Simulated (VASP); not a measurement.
Input of a VASP 6.6.1 run:

File INCAR:

```
SYSTEM = CdS
ALGO = Normal ; EDIFF = 1E-6
ENCUT = 500 ; GGA_COMPAT = .False.
ISIF = 2 ; ISMEAR = 0
LASPH = .True. ; LCHARG = .False.
LREAL = .False. ; LWAVE = .False.
NBANDS = 16 ; NELM = 120
PREC = Accurate ; SIGMA = 0.01
```

Contents of KPOINTS:

```
k-points
0
Gamma
  7 7 7
  0 0 0
```

The input POSCAR:

```
CdS
1.0
    0.0000000000      2.8782762106      2.8782762106
    2.8782762106      0.0000000000      2.8782762106
    2.8782762106      2.8782762106      0.0000000000
Cd S
1 1
Direct
    0.0000000000      0.0000000000      0.0000000000
    0.7500000000      0.7500000000      0.7500000000
```

Potentials or basis: VASP PAW LDA potentials, release 64 (Cd, S).

Run with:

```sh
$ cat potpaw_LDA.64/Cd/POTCAR potpaw_LDA.64/S/POTCAR > POTCAR
$ mpirun -np 1 vasp_std > vasp.out
```

**Question.** What does it give for the pressure?

**Answer.** 0.6 GPa.

**Question.** Estimate the band gap on the k mesh.

**Answer.** 0.98 eV.
